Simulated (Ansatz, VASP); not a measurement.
# Ta3TeH2: VASP beside Ansatz

```
Ta Te H
1.0
     3.27920    0.00000    0.00000
    -1.63960    2.83987    0.00000
     0.00000    0.00000    8.84442
Ta Te H
3 1 2
Direct
  0.66667 0.33333 0.75105
  0.00000 0.00000 0.00000
  0.33333 0.66667 0.24895
  0.00000 0.00000 0.50000
  0.33333 0.66667 0.85919
  0.66667 0.33333 0.14081
```

Alike in both runs: functional PBE; k mesh 12 × 12 × 4; occupations gaussian, width 0.1 eV; no spin polarisation.

Ansatz relaxed the structure, and its values are those at the end. VASP's run is a single point on that final structure, the one shown.

|  | VASP | Ansatz |
| --- | --- | --- |
| version | VASP 6.6.1 | Ansatz 0.2.0 |
| potentials or method | VASP PAW PBE potentials, release 64 (Ta_pv, Te, H), cutoff 520 eV | scalar-relativistic, plane waves, PAW |
| valence electrons in the cell | 41 | 57 |

VASP gave:

* gap on the k mesh at the Fermi level (eV): none
* pressure (GPa): 0.0
* rms of the force components (eV/Å): 0.002

Task: What did Ansatz give for the same quantities?

Result: gap on the k mesh at the Fermi level (eV): none; pressure (GPa): 0.0; rms of the force components (eV/Å): 0.003.

A gap of «none» marks a metal or a gap that the smearing closes. VASP's potentials hold 41 valence electrons a cell and Ansatz's 57, so a difference there can come from the potentials and not from the codes.

Spin-orbit coupling is off throughout.
